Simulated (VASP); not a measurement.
Runs of VASP 6.6.1 on Ge. The structure is that of space group R-3m (No. 166), or close to it. The cells are those of the table. 

```tsv
level	cell	gap on the mesh (eV)	pressure (GPa)	largest force (eV/Å)
PBE	a = 3.999 Å, angles 57.6°, 2 atoms	none	(b)	0.08
r2SCAN	a = 4.029 Å, angles 62.4°, 2 atoms	none	(a)	0.01
PBE	a = 4.029 Å, angles 62.4°, 2 atoms	none	-0.9	0.06
r2SCAN	a = 3.999 Å, angles 57.6°, 2 atoms	0.20	5.8	-
```

Alike in all rows: task single point; potentials or basis VASP PAW PBE potentials, release 64 (Ge_d); no spin polarisation; k mesh 8 × 8 × 8; cutoff (eV) 520; smearing fermi-dirac 0.02 eV.

**Question.** Estimate the missing entries.

**Answer.** (a) -3.6; (b) 8.7.

Caveats: the PAW data sets were made with another functional, which shifts forces and pressure a little (some runs).

A k mesh can miss the band edges, and the runs leave out spin-orbit coupling on Ge.

A gap of «none» marks levels without a gap at the run's occupations.
